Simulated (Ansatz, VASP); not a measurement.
**SiO2 in VASP and in Ansatz**

File INCAR:

```
SYSTEM = SiO2
ALGO = Normal ; EDIFF = 1E-6
ENCUT = 910 ; GGA_COMPAT = .FALSE.
ISIF = 2 ; ISMEAR = 0
LASPH = .TRUE. ; LCHARG = .FALSE.
LREAL = .FALSE. ; LWAVE = .FALSE.
NBANDS = 25 ; NELM = 120
PREC = Accurate ; SIGMA = 0.05
```

KPOINTS

```
k-points
0
G
  6 6 10
  0 0 0
```

Contents of POSCAR:

```
SiO2
1.0
    4.3461712536      0.0000000000      0.0000000000
    0.0000000000      4.3461712536      0.0000000000
    0.0000000000      0.0000000000      2.5881449815
Si O
2 4
Direct
    0.5000000000      0.5000000000      0.5000000000
    0.0000000000      0.0000000000      0.0000000000
    0.6944252994      0.6944252994      0.0000000000
    0.1944252994      0.8055747006      0.5000000000
    0.3055747006      0.3055747006      0.0000000000
    0.8055747006      0.1944252994      0.5000000000
```

Input for Ansatz:

```yaml
crystal:
  lattice:
    - [4.3461712536, 0.0, 0.0]
    - [0.0, 4.3461712536, 0.0]
    - [0.0, 0.0, 2.5881449815]
  atoms:
    - { symbol: Si, position: [0.5, 0.5, 0.5] }
    - { symbol: Si, position: [0.0, 0.0, 0.0] }
    - { symbol: O, position: [0.6944252994, 0.6944252994, 0.0] }
    - { symbol: O, position: [0.1944252994, 0.8055747006, 0.5] }
    - { symbol: O, position: [0.3055747006, 0.3055747006, 0.0] }
    - { symbol: O, position: [0.8055747006, 0.1944252994, 0.5] }
basis:
  ecutwfc: 520.0
kpoints:
  mp_grid: { grid: [6, 6, 10] }
hamiltonian:
  xc: lda
  pseudopotentials: { kind: paw, azcp: { folder: soft_1 } }
scf:
  occupations: { method: gaussian, width: 0.05 }
output:
  forces: true
  stress: true
  eigenvalues: true
```

Alike in both runs: task single point; functional LDA; k mesh 6 × 6 × 10; occupations gaussian, width 0.05 eV; no spin polarisation.

|  | VASP | Ansatz |
| --- | --- | --- |
| version | VASP 6.6.1 | Ansatz 0.2.0 |
| potentials or method | VASP PAW LDA potentials, release 64 (Si, O_h), cutoff 910 eV | scalar-relativistic, plane waves, PAW |
| valence electrons in the cell | 32 | 32 |

Ansatz gave:

| Quantity | Value |
| --- | --- |
| gap on the k mesh at the Fermi level (eV) | 4.91 |
| least direct gap on the mesh (eV) | 4.91 |
| rms of the force components (eV/Å) | 0.459 |

Task: Estimate VASP's values.

Result: gap on the k mesh at the Fermi level (eV): 4.92; least direct gap on the mesh (eV): 4.92; rms of the force components (eV/Å): 0.444.

Ansatz warns that its potentials were made for another functional, while VASP's fit it. LDA's correlation is that of Perdew and Zunger in VASP and of Perdew and Wang (1992) in Ansatz. Atom by atom the forces differ by 0.015 eV/Å (rms over components).

Noted on VASP's run: the cutoff is short for stress, so the pressure is rough.
